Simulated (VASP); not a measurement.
# Si3C (P1) in VASP: a series of runs

The runs below take Si3C through single point, with PBEsol.

Everything below comes from runs of VASP 6.6.1. Logs are shortened: lines on timing, memory, paths and dates and some standing lists are left out, and cuts for length are marked.

### 1 The cell of the first run

The typed cell holds 16 atoms: a = 6.864 Å, b = 6.864 Å, c = 5.000 Å, α = 90.00°, β = 90.00°, γ = 90.00°.

### 2 Single point, PBEsol

INCAR

```
ALGO = Normal
EDIFF = 1E-6
ENCUT = 520
GGA = PS
ISIF = 2
ISMEAR = -1
LASPH = True
LCHARG = False
LREAL = Auto
LWAVE = False
NBANDS = 46
NELM = 100
PREC = Accurate
SIGMA = 0.052
```

KPOINTS

```
k-points
0
Gamma
  2 2 4
```

POSCAR

```
Si3C
1.0
    6.8636204035      0.0000000000      0.0000000000
    0.0000000000      6.8636204035      0.0000000000
    0.0000000000      0.0000000000      5.0004336163
C Si
4 12
Direct
   -0.0108796809      0.0066514459      0.0251506189
   -0.0042076919      0.4989180343     -0.0004525608
    0.5059334281      0.0111892843     -0.0169833272
    0.4931041930      0.4942320234     -0.0067390156
    0.0077075941      0.2593313580      0.1984971857
    0.2459331811      0.2590469600      0.4864250156
    0.2532557015      0.0097914797      0.8049483923
   -0.0105719716      0.7496326570      0.2022452606
    0.2552770837      0.7630094166      0.4941791432
    0.2547272281      0.5053528307      0.8033827280
    0.5129671796      0.2388985555      0.1861164594
    0.7466843588      0.2493430434      0.5076931712
    0.7435033845     -0.0007943330      0.8018406618
    0.5032677795      0.7419815929      0.1982592063
    0.7489940728      0.7269884852      0.5065618693
    0.7451184214      0.4927176623      0.8094340032
```

Potentials or basis: VASP PAW PBE potentials, release 64 (C, Si).

Run with:

```bash
> cat potpaw_PBE.64/C/POTCAR potpaw_PBE.64/Si/POTCAR > POTCAR
> mpirun -np 1 vasp_std > vasp.out
```

OUTCAR:

```text
EDIFF = 1E-6
   ENCUT = 520
   GGA = PS
   ISIF = 2
   ISMEAR = -1
   LASPH = True
   LREAL = Auto
   NELM = 100
   PREC = Accurate

 ion  position               nearest neighbor table
   1  0.989  0.007  0.025-   5 1.94   8 1.97  13 2.02   7 2.12
   2  0.996  0.499  1.000-   5 1.92  16 1.97   8 2.00  10 2.03
   3  0.506  0.011  0.983-  11 1.86  13 1.87   7 1.95  14 2.14
   4  0.493  0.494  0.993-  10 1.89  16 1.96  14 1.99  11 2.00
   5  0.008  0.259  0.198-   2 1.92   1 1.94   6 2.18  12 2.37  16 3.10  10 3.10   7 3.11
   6  0.246  0.259  0.486-   5 2.18  10 2.32   7 2.34  11 2.37
   7  0.253  0.010  0.805-   3 1.95   1 2.12   9 2.30   6 2.34  11 3.05   5 3.11
   8  0.989  0.750  0.202-   1 1.97   2 2.00  15 2.25   9 2.34  16 3.13  13 3.13
   9  0.255  0.763  0.494-  14 2.26   7 2.30   8 2.34  10 2.35
  10  0.255  0.505  0.803-   4 1.89   2 2.03   6 2.32   9 2.35  14 3.07   5 3.10
  11  0.513  0.239  0.186-   3 1.86   4 2.00  12 2.27   6 2.37  13 2.98  16 3.02   7 3.05
  12  0.747  0.249  0.508-  16 2.25  13 2.26  11 2.27   5 2.37
  13  0.744  0.999  0.802-   3 1.87   1 2.02  12 2.26  15 2.38  11 2.98  14 3.12   8 3.13
  14  0.503  0.742  0.198-   4 1.99   3 2.14   9 2.26  15 2.29  10 3.07  16 3.08  13 3.12
  15  0.749  0.727  0.507-  16 2.21   8 2.25  14 2.29  13 2.38
  16  0.745  0.493  0.809-   4 1.96   2 1.97  15 2.21  12 2.25  11 3.02  14 3.08   5 3.10   8 3.13

  LATTYP: Found a simple tetragonal cell.
 ALAT       =     6.8636204035
 C/A-ratio  =     0.7285416912

  Lattice vectors:

 A1 = (   6.8636204035,   0.0000000000,   0.0000000000)
 A2 = (   0.0000000000,   6.8636204035,   0.0000000000)
 A3 = (   0.0000000000,   0.0000000000,   5.0004336163)

Analysis of symmetry for initial positions (statically):
=====================================================================
 Subroutine PRICEL returns:
 Original cell was already a primitive cell.

 Routine SETGRP: Setting up the symmetry group for a
 simple tetragonal supercell.

 Subroutine GETGRP returns: Found  1 space group operations
 (whereof  1 operations were pure point group operations)
 out of a pool of 16 trial point group operations.

The static configuration has the point symmetry C_1 .

Analysis of symmetry for dynamics (positions and initial velocities):
=====================================================================
 Subroutine PRICEL returns:
 Original cell was already a primitive cell.

 Routine SETGRP: Setting up the symmetry group for a
 simple tetragonal supercell.

 Subroutine GETGRP returns: Found  1 space group operations
 (whereof  1 operations were pure point group operations)
 out of a pool of 16 trial point group operations.

The dynamic configuration has the point symmetry C_1 .

 Subroutine INISYM returns: Found  1 space group operations
 (whereof  1 operations are pure point group operations),
 and found     1 'primitive' translations

----------------------------------------------------------------------------------------

                                     Primitive cell

  volume of cell :     235.5669

  direct lattice vectors                    reciprocal lattice vectors
     6.863620403  0.000000000  0.000000000     0.145695703  0.000000000  0.000000000
     0.000000000  6.863620403  0.000000000     0.000000000  0.145695703  0.000000000
     0.000000000  0.000000000  5.000433616     0.000000000  0.000000000  0.199982657

  length of vectors
     6.863620403  6.863620403  5.000433616     0.145695703  0.145695703  0.199982657

  position of ions in fractional coordinates (direct lattice)
     0.989120319  0.006651446  0.025150619
     0.995792308  0.498918034  0.999547439
     0.505933428  0.011189284  0.983016673
     0.493104193  0.494232023  0.993260984
     0.007707594  0.259331358  0.198497186
     0.245933181  0.259046960  0.486425016
[... 8 lines left out ...]
     0.748994073  0.726988485  0.506561869
     0.745118421  0.492717662  0.809434003

  ion indices of the primitive-cell ions
   primitive index   ion index
                 1           1
                 2           2
                 3           3
                 4           4
                 5           5
                 6           6
[... 8 lines left out ...]
                15          15
                16          16

----------------------------------------------------------------------------------------

 KPOINTS: k-points

Automatic generation of k-mesh.
 Grid dimensions read from file:
 generate k-points for:    2    2    4

 Generating k-lattice:

  Cartesian coordinates                     Fractional coordinates (reciprocal lattice)
     0.072847852  0.000000000  0.000000000     0.500000000  0.000000000  0.000000000
     0.000000000  0.072847852  0.000000000     0.000000000  0.500000000  0.000000000
     0.000000000  0.000000000  0.049995664     0.000000000  0.000000000  0.250000000

  Length of vectors
     0.072847852  0.072847852  0.049995664

  Shift w.r.t. Gamma in fractional coordinates (k-lattice)
     0.000000000  0.000000000  0.000000000

 Subroutine IBZKPT returns following result:
 ===========================================

 Found     12 irreducible k-points:

 Following reciprocal coordinates:
            Coordinates               Weight
  0.000000  0.000000  0.000000      1.000000
  0.500000  0.000000  0.000000      1.000000
  0.000000  0.500000  0.000000      1.000000
  0.500000  0.500000  0.000000      1.000000
  0.000000  0.000000  0.250000      2.000000
  0.500000  0.000000  0.250000      2.000000
  0.000000  0.500000  0.250000      2.000000
  0.500000  0.500000  0.250000      2.000000
  0.000000  0.000000  0.500000      1.000000
  0.500000  0.000000  0.500000      1.000000
  0.000000  0.500000  0.500000      1.000000
  0.500000  0.500000  0.500000      1.000000
   k-points           NKPTS =     12   k-points in BZ     NKDIM =     12   number of bands    NBANDS=     46
   number of dos      NEDOS =    301   number of ions     NIONS =     16
   total plane-waves  NPLWV = 116640
   dimension x,y,z NGX =    54 NGY =   54 NGZ =   40
   dimension x,y,z NGXF=   108 NGYF=  108 NGZF=   80
   ions per type =               4  12
   NGX,Y,Z   is equivalent  to a cutoff of  13.08, 13.08, 13.30 a.u.
   NGXF,Y,Z  is equivalent  to a cutoff of  26.16, 26.16, 26.60 a.u.
 SYSTEM =  unknown system
   PREC   = accura    normal or accurate (medium, high low for compatibility)
   ISTART =      0    job   : 0-new  1-cont  2-samecut
   ICHARG =      2    charge: 1-file 2-atom 10-const
   ISPIN  =      1    spin polarized calculation?
   LNONCOLLINEAR =      F non collinear calculations
   LSORBIT =      F    spin-orbit coupling
   LASPH  =      T    aspherical Exc in radial PAW
   ENCUT  =  520.0 eV  38.22 Ry    6.18 a.u.  12.76 12.76  9.30*2*pi/ulx,y,z
   NELM   =    100;   NELMIN=  2; NELMDL= -5     # of ELM steps
   EDIFF  = 0.1E-05   stopping-criterion for ELM
   LREAL  =      T    real-space projection
   EDIFFG = 0.1E-04   stopping-criterion for IOM
   NSW    =      0    number of steps for IOM
   IBRION =     -1    ionic relax: 0-MD 1-quasi-New 2-CG
   NFREE  =      0    steps in history (QN), initial steepest desc. (CG)
   ISIF   =      2    stress and relaxation
   ISYM   =      2    0-nonsym 1-usesym 2-fastsym
   POTIM  = 0.5000    time-step for ionic-motion
   TEBEG  =    0.0;   TEEND  =   0.0 temperature during run
   PSTRESS=    0.0 pullay stress
   NELECT =      64.0000    total number of electrons
   NUPDOWN=      -1.0000    fix difference up-down
   EMIN   =  10.00;   EMAX   =-10.00  energy-range for DOS
   EFERMI =   0.00;   METHOD = LEGACY
   ISMEAR =    -1;   SIGMA  =   0.05  broadening in eV -4-tet -1-fermi 0-gaus
   EFERMI_NEDOS =   21; number of points for ismear=-14 and -15
   IALGO  =     38    algorithm
   IMIX   =      4    mixing-type and parameters
     AMIX     =   0.40;   BMIX     =  1.00
     AMIX_MAG =   1.60;   BMIX_MAG =  1.00
  volume/ion in A,a.u.               =      14.72        99.36
  Fermi-wavevector in a.u.,A,eV,Ry     =   1.060303  2.003683 15.296255  1.124243
  Thomas-Fermi vector in A             =   2.195679
   LORBIT       =      0    0 simple, 1 ext, 2 COOP (PROOUT), +10 PAW based schemes
   GGA     = PS    functional components
   LHFCALC =     F    Hartree Fock is set to
   AEXX    =    0.0000 exact exchange contribution
   IVDW    =     0    specifies the selected vdW correction
   LEPSILON=     F    determine dielectric tensor
   LRPA    =     F    only Hartree local field effects (RPA)
 non-spin polarized calculation
  energy-cutoff  :      520.00
  volume of cell :      235.57
 maximum number of plane-waves:      6358
 NGX is ok and might be reduce to    54
   NGX = 25   NGY = 25   NGZ = 19

 number of electron      64.0000000 magnetization

 Free energy of the ion-electron system (eV)
  ---------------------------------------------------
  ext. energy  EPLUGINS =         0.00000000
  ---------------------------------------------------
  free energy    TOTEN  =      -102.41349319 eV

  energy without entropy =     -102.37871396  energy(sigma->0) =     -102.39610358

 E-fermi :   7.7893     XC(G=0): -10.4496

 val. band max:        7.7386092439   @ k =   0.0000   0.0000   0.5000
 cond. band min:       7.8425114371   @ k =   0.5000   0.0000   0.0000
 fundamental gap:      0.1039021933
 Fermi energy:         7.7893473517

 k-point     1 :       0.0000    0.0000    0.0000
  band No.  band energies     occupation
      1      -7.2301      2.00000
      2      -5.6552      2.00000
      3      -5.4228      2.00000
      4      -4.1469      2.00000
      5      -3.4703      2.00000
      6      -3.3834      2.00000
[... 36 lines left out ...]
     43      10.9817      0.00000
     44      11.0137      0.00000

 k-point     2 :       0.5000    0.0000    0.0000
  band No.  band energies     occupation
      1      -6.7701      2.00000
      2      -6.4671      2.00000
      3      -5.2252      2.00000
      4      -4.7706      2.00000
      5      -2.8109      2.00000
      6      -2.6754      2.00000
[... 462 lines left out ...]
 k-point    12 :       0.5000    0.5000    0.5000
  band No.  band energies     occupation
      1      -6.0418      2.00000
      2      -5.7696      2.00000
      3      -5.7056      2.00000
      4      -5.3637      2.00000
      5      -3.0478      2.00000
      6      -2.8563      2.00000
[... 36 lines left out ...]
     43      11.9171      0.00000
     44      11.9402      0.00000
 [bands above 44 left out]

------------------------ aborting loop because EDIFF is reached ----------------------------------------

  FORCE on cell =-STRESS in cart. coord.  units (eV):
  Direction    XX          YY          ZZ          XY          YZ          ZX
  --------------------------------------------------------------------------------------
  -------------------------------------------------------------------------------------
  Total        0.2104382     -1.3949753     -0.2749677     -0.3664583      0.0821290      1.5025333
  in kB        1.4312681     -9.4877431     -1.8701573     -2.4924184      0.5585900     10.2192847
  external PRESSURE =      -3.3088774 kB  Pullay stress =       0.0000000 kB

 VOLUME and BASIS-vectors are now :
 -----------------------------------------------------------------------------
  energy-cutoff  :      520.00
  volume of cell :      235.57
      direct lattice vectors                 reciprocal lattice vectors
     6.863620403  0.000000000  0.000000000     0.145695703  0.000000000  0.000000000
     0.000000000  6.863620403  0.000000000     0.000000000  0.145695703  0.000000000
     0.000000000  0.000000000  5.000433616     0.000000000  0.000000000  0.199982657

 POSITION                                       TOTAL-FORCE (eV/Angst)
 -----------------------------------------------------------------------------------
      6.78895      0.04565      0.12576         0.356304     -0.329697     -1.300705
      6.83474      3.42438      4.99817         0.334205      0.546474     -0.212408
      3.47253      0.07680      4.91551        -0.880067     -1.490728      0.764748
      3.38448      3.39222      4.96674         0.620211      0.114445      0.707976
      0.05290      1.77995      0.99257        -1.639763     -0.360761      0.070358
      1.68799      1.77800      2.43234         1.545857     -0.111599      0.932329
[... 8 lines left out ...]
      5.14081      4.98977      2.53303        -0.163046      1.430258     -0.053564
      5.11421      3.38183      4.04752        -0.018201     -0.438105      0.324671
 -----------------------------------------------------------------------------------
    total drift:                                0.008623      0.004221      0.001513

  FREE ENERGIE OF THE ION-ELECTRON SYSTEM (eV)
  ---------------------------------------------------
  free  energy   TOTEN  =      -102.4134931938 eV

  energy  without entropy=     -102.3787139638  energy(sigma->0) =     -102.39610358
```

Wall time 5.5 min (1 thread of Intel Xeon 8259CL, shared host); peak memory 0.36 GiB.

What came out:

* Free energy: -102.4135 eV
* Pressure: -0.3 GPa
* Largest force: 1.893 eV/Å
* Band gap on the k mesh: zero (band 32 reaches 7.84 eV, above the bottom of band 33 at 7.73 eV)

Forces in eV/Å, atoms in the order of the input:
```
C    0.356 -0.330 -1.301
C    0.334  0.546 -0.212
C   -0.880 -1.491  0.765
C    0.620  0.114  0.708
Si  -1.640 -0.361  0.070
Si   1.546 -0.112  0.932
Si  -0.749  0.088 -0.175
Si   0.963  0.141  0.321
Si  -0.714 -0.306  0.229
Si  -0.848  0.160 -0.828
Si  -0.923  1.241  0.954
Si   0.841 -0.297 -0.663
Si   1.252 -0.777 -0.758
Si   0.024  0.390 -0.314
Si  -0.163  1.430 -0.054
Si  -0.018 -0.438  0.325
```

Caveat: the k points lie up to 0.46 Å⁻¹ apart; the PAW data sets were made with another functional, which shifts forces and pressure a little.

### 3 Single point, PBEsol

INCAR

```
SYSTEM = Si3C
ALGO = Normal ; EDIFF = 1E-7
ENCUT = 520 ; GGA = PS
ISIF = 2 ; ISMEAR = -1
LASPH = .TRUE. ; LCHARG = .FALSE.
LREAL = Auto ; LWAVE = .FALSE.
NBANDS = 46 ; NELM = 80
PREC = Accurate ; SIGMA = 0.052
```

KPOINTS

```
k-points
0
G
  2 2 4
  0 0 0
```

POSCAR

```
Si3C
1.0
    6.8636204035      0.0000000000      0.0000000000
    0.0000000000      6.8636204035      0.0000000000
    0.0000000000      0.0000000000      5.0004336163
C Si
4 12
Direct
   -0.0060903718      0.0022633827     -0.0105552846
    0.0017203749      0.5137862808     -0.0072257734
    0.4864871312     -0.0228957883      0.0083640746
    0.5026797517      0.4927188278      0.0163443826
   -0.0078427997      0.2623235106      0.1951310776
    0.2648708543      0.2658035982      0.4918127484
    0.2432949234      0.0200140730      0.8088306556
   -0.0051429126      0.7523284646      0.2061465223
    0.2498974155      0.7707036067      0.4939219655
    0.2467750109      0.5140345463      0.7933232004
    0.5099259275      0.2435895201      0.1893033830
    0.7562376260      0.2434154137      0.5013767190
    0.7554093460     -0.0141499667      0.7904492497
    0.5054332548      0.7411227167      0.1886882363
    0.7451924348      0.7272079029      0.5118940069
    0.7424508788      0.4796483206      0.8261593528
```

Potentials or basis: VASP PAW PBE potentials, release 64 (C, Si).

Run with:

```bash
> cat potpaw_PBE.64/C/POTCAR potpaw_PBE.64/Si/POTCAR > POTCAR
> mpirun -np 1 vasp_std > vasp.out
```

It took 6.8 min on 1 thread of Intel Xeon 8259CL, shared host; peak memory 0.36 GiB.

It converged, with:

* Free energy: -102.4173 eV
* Pressure: -1.0 GPa
* Largest force: 2.485 eV/Å
* Band gap on the k mesh: zero (band 32 reaches 7.87 eV, above the bottom of band 33 at 7.82 eV)

Forces on the atoms (eV/Å):
```
C   -0.092  0.233  1.020
C   -0.377 -0.690  0.499
C    1.015  2.003 -1.064
C   -0.971  0.091 -0.960
Si   1.523 -0.283 -0.080
Si  -0.865 -0.215 -0.057
Si   0.303 -0.573 -0.437
Si   0.065  0.302 -0.390
Si   0.398 -0.050  0.200
Si   0.415  0.129  0.256
Si  -0.140 -0.896  0.496
Si  -0.550 -0.268  0.253
Si  -0.880  0.155  0.220
Si  -0.515 -0.298  1.441
Si  -0.047 -0.162 -0.365
Si   0.718  0.522 -1.032
```

Stress tensor (GPa, compression positive):
```
-1.31 -0.14 -0.73
-0.14 -0.85 -0.09
-0.73 -0.09 -0.85
```

Levels at points of the mesh, in eV from the Fermi level:
```tsv
k point	band 28	band 29	band 30	band 31	band 32	band 33	band 34	band 35	band 36	band 37
(0.00, 0.00, 0.00)	-1.31	-0.92	-0.80	-0.40	-0.38	0.09	0.20	0.40	0.61	0.69
(0.50, 0.00, 0.00)	-2.75	-2.54	-2.37	-0.33	-0.31	0.30	0.56	0.98	1.32	1.36
(0.00, 0.50, 0.00)	-2.90	-2.51	-2.34	-0.11	0.06	0.09	0.29	1.10	1.28	1.39
(0.50, 0.50, 0.00)	-2.64	-2.38	-2.36	-2.23	-2.12	0.82	0.99	1.02	1.10	1.38
(0.00, 0.00, 0.50)	-1.99	-0.86	-0.85	-0.27	-0.06	0.26	0.30	0.42	1.03	2.73
(0.50, 0.00, 0.50)	-2.81	-2.17	-2.10	-0.56	-0.42	1.04	1.36	1.82	2.02	2.25
(0.00, 0.50, 0.50)	-2.84	-2.29	-2.03	-0.51	-0.45	1.15	1.37	1.83	2.04	2.18
(0.50, 0.50, 0.50)	-2.31	-1.63	-1.60	-1.53	-1.43	1.48	1.53	1.60	1.76	2.39
```

Caveat: the k points lie up to 0.46 Å⁻¹ apart; the PAW data sets were made with another functional, which shifts forces and pressure a little.

(Continued in part 2 of 2.)
